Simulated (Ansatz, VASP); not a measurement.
Two plane-wave programs on Hf2Sc

```xyz
6
Lattice="3.2297 0.0000 0.0000 -1.6148 2.7970 0.0000 0.0000 0.0000 15.3043" Properties=species:S:1:pos:R:3 pbc="T T T"
Hf    0.0000    1.8647    8.8832
Hf    1.6148    0.9323    1.2311
Hf    0.0000    1.8647   14.0732
Hf    1.6148    0.9323    6.4211
Sc    0.0000    1.8647    3.8261
Sc    1.6148    0.9323   11.4782
```

Alike in both runs: functional PBE; k mesh 12 × 12 × 4; occupations gaussian, width 0.1 eV; no spin polarisation.

Ansatz relaxed the structure, and its values are those at the end. VASP's run is a single point on that final structure, the one shown.

```csv
,VASP,Ansatz
version,VASP 6.6.1,Ansatz 0.2.0
potentials or method,"VASP PAW PBE potentials, release 64 (Hf_pv, Sc_sv), cutoff 520 eV","scalar-relativistic, plane waves, PAW"
valence electrons in the cell,62,126
```

```tsv
	VASP	Ansatz	Ansatz less VASP
gap on the k mesh at the Fermi level (eV)	none	none	-
pressure (GPa)	-0.2	0.0	+0.23
rms of the force components (eV/Å)	0.018	0.002	-0.0157
```

A gap of «none» marks a metal or a gap that the smearing closes. VASP's potentials hold 62 valence electrons a cell and Ansatz's 126, so a difference there can come from the potentials and not from the codes.

Spin-orbit coupling is off throughout.
